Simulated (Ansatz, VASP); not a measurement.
SiO2 in VASP and in Ansatz

INCAR

```
ALGO     = Normal         # electronic algorithm
EDIFF    = 1E-6           # SCF threshold, eV
ENCUT    = 600            # plane-wave cutoff, eV
GGA      = PE             # functional
GGA_COMPAT= False        
ISIF     = 2              # what is computed and relaxed
ISMEAR   = 0              # smearing method
LASPH    = True           # aspherical terms in the spheres
LCHARG   = True           # write CHGCAR
LELF     = True           # ELF
LREAL    = False          # projectors in reciprocal space
LVHAR    = True         
LWAVE    = False          # write WAVECAR
NBANDS   = 25             # bands
NELM     = 120            # most SCF steps
PREC     = Accurate       # precision mode
SIGMA    = 0.01           # smearing width, eV
```

File KPOINTS:

```
k-points
0
Gamma
  4 4 6
```

The input POSCAR:

```
SiO2
1.0
    4.2300000000      0.0000000000      0.0000000000
    0.0000000000      4.2300000000      0.0000000000
    0.0000000000      0.0000000000      2.6900000000
Si O
2 4
Direct
    0.0000000000      0.0000000000     -0.0092039142
    0.5000000000      0.5000000000      0.5092039142
    0.3070000000      0.3070000000     -0.0185873606
    0.6930000000      0.6930000000     -0.0185873606
    0.8070000000      0.1930000000      0.5185873606
    0.1930000000      0.8070000000      0.5185873606
```

Input for Ansatz:

```yaml
crystal:
  atoms:
  - position: [0.0, 0.0, -0.009203914232448906]
    symbol: Si
  - position: [0.5, 0.5, 0.5092039142324489]
    symbol: Si
  - position: [0.307, 0.307, -0.01858736059479554]
    symbol: O
  - position: [0.6930000000000001, 0.6930000000000001, -0.018587360594795543]
    symbol: O
  - position: [0.8069999999999999, 0.193, 0.5185873605947955]
    symbol: O
  - position: [0.193, 0.8069999999999999, 0.5185873605947955]
    symbol: O
  lattice:
  - [4.23, 0.0, 0.0]
  - [0.0, 4.23, 0.0]
  - [0.0, 0.0, 2.69]
hamiltonian:
  dispersion: none
  pseudopotentials:
    kind: all_electron
    lapw: {basis_error: 0.025 meV}
    relativity: scalar
  xc: pbe
kpoints:
  mp_grid:
    grid: [4, 4, 6]
    shift: [0, 0, 0]
magnetization: {spin_polarized: false}
output: {forces: true, stress: true}
scf:
  convergence: {dr2_threshold: 1e-10 eV}
  lower_state_search: 'off'
  max_iter: 200
  occupations: {method: fixed}
```

Alike in both runs: task single point; functional PBE; k mesh 4 × 4 × 6; no spin polarisation.

```csv
,VASP,Ansatz
version,VASP 6.6.1,Ansatz 0.2 development build
potentials or method,"VASP PAW PBE potentials, release 64 (Si, O), cutoff 600 eV","all-electron full-potential LAPW, scalar-relativistic"
occupations,"gaussian, width 0.01 eV",fixed
```

```tsv
	VASP	Ansatz	Ansatz less VASP
gap on the k mesh at the Fermi level (eV)	5.01	5.04	+0.027
pressure (GPa)	2.5	2.7	+0.21
traceless stress, the component that is largest in VASP (GPa)	-0.19	-0.60	-0.406
rms of the force components (eV/Å)	0.880	0.864	-0.0156
```

Atom by atom the forces differ by 0.019 eV/Å (rms over components). Ansatz ran all-electron here, and VASP with PAW potentials.
